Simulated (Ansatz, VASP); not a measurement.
# La6N: VASP beside Ansatz

```xyz
7
Lattice="3.8073 0.0000 0.0000 0.0000 3.8073 0.0000 0.0000 0.0000 15.4995" Properties=species:S:1:pos:R:3 pbc="T T T"
La    1.9037    1.9037   13.1099
La    1.9037    1.9037    2.3896
La    0.0000    0.0000    0.0000
La    0.0000    0.0000   10.2672
La    0.0000    0.0000    5.2323
La    1.9037    1.9037    7.7498
N     1.9037    1.9037    0.0000
```

Alike in both runs: functional PBE; k mesh 8 × 8 × 2; occupations gaussian, width 0.1 eV; no spin polarisation.

Ansatz relaxed the structure, and its values are those at the end. VASP's run is a single point on that final structure, the one shown.

|  | VASP | Ansatz |
| --- | --- | --- |
| version | VASP 6.6.1 | Ansatz 0.2.0 |
| potentials or method | VASP PAW PBE potentials, release 64 (La, N), cutoff 520 eV | scalar-relativistic, plane waves, PAW |
| valence electrons in the cell | 71 | 71 |

|  | VASP | Ansatz | Ansatz less VASP |
| --- | --- | --- | --- |
| gap on the k mesh at the Fermi level (eV) | none | none | - |
| pressure (GPa) | 0.0 | 0.0 | -0.02 |

A gap of «none» marks a metal or a gap that the smearing closes. With one functional, cell and mesh, what is left measures potentials, basis and numerics.

Spin-orbit coupling is off throughout.
